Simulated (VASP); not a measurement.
Wanted: the native input for a VASP 6.6.1 run.

- Task: single point
- Functional: r2SCAN
- Potentials or basis: VASP PAW PBE potentials, release 64 (Sn_d)
- Cutoff: 520 eV
- k mesh: 10 × 10 × 10
- Occupations: methfessel-paxton, width 0.1 eV
- Spin: no spin polarisation
- Dipole correction: no
- Further INCAR settings: ALGO = Normal; EDIFF = 1e-06; NBANDS = 13

Crystal: Sn.

```
CELL_PARAMETERS angstrom
-1.72654 1.77555 2.33834
1.72654 -1.77555 2.33834
1.72654 1.77555 -2.33834
ATOMIC_POSITIONS crystal
Sn 0.00000 0.00000 0.00000
```

One way to write it, as run:

POSCAR

```
Sn
1.0
   -1.7265390000      1.7755470000      2.3383420000
    1.7265390000     -1.7755470000      2.3383420000
    1.7265390000      1.7755470000     -2.3383420000
Sn
1
Direct
    0.0000000000      0.0000000000      0.0000000000
```

INCAR.step1

```
SYSTEM = Sn
PREC     = Accurate       ! precision mode
ENCUT    = 520            ! plane-wave cutoff, eV
ISMEAR   = 1              ! smearing method
SIGMA    = 0.1            ! smearing width, eV
LREAL    = .FALSE.        ! projectors in reciprocal space
LASPH    = .TRUE.         ! aspherical terms in the spheres
NELM     = 60             ! most SCF steps
NBANDS   = 13             ! bands
GGA      = PE             ! functional
ALGO     = Normal         ! electronic algorithm
EDIFF    = 1E-4           ! SCF threshold, eV
LWAVE    = .TRUE.         ! write WAVECAR
LCHARG   = .FALSE.        ! write CHGCAR
```

INCAR.step2

```
SYSTEM = Sn
PREC     = Accurate       ! precision mode
ENCUT    = 520            ! plane-wave cutoff, eV
EDIFF    = 1E-6           ! SCF threshold, eV
ISMEAR   = 1              ! smearing method
SIGMA    = 0.1            ! smearing width, eV
LREAL    = .FALSE.        ! projectors in reciprocal space
LASPH    = .TRUE.         ! aspherical terms in the spheres
NELM     = 60             ! most SCF steps
ALGO     = Normal         ! electronic algorithm
ISIF     = 2              ! what is computed and relaxed
LWAVE    = .FALSE.        ! write WAVECAR
LCHARG   = .FALSE.        ! write CHGCAR
METAGGA  = R2SCAN         ! meta-GGA
LMIXTAU  = .TRUE.       
NBANDS   = 13             ! bands
ISTART   = 1
```

KPOINTS

```
Automatic mesh
0
G
  10 10 10
  0 0 0
```

Potentials or basis: VASP PAW PBE potentials, release 64 (Sn_d).

Run with:

```bash
$ cat potpaw_PBE.64/Sn_d/POTCAR > POTCAR
$ cp INCAR.step1 INCAR
$ mpirun -np 1 vasp_std > vasp.out
$ cp INCAR.step2 INCAR
$ mpirun -np 1 vasp_std > vasp.out
```

It gave:

```json
{"Pressure": "-2.3 GPa", "Band gap on the k mesh": "zero (band 7 reaches 14.92 eV, above the bottom of band 8 at 5.47 eV)"}
```

Caveat: the PAW data sets were made with another functional, which shifts forces and pressure a little; spin-orbit coupling is left out, which moves the levels of the heavy elements.

It took 7.5 min on 1 thread of Intel Xeon 6975P-C, on a shared host, peak memory 0.21 GiB.
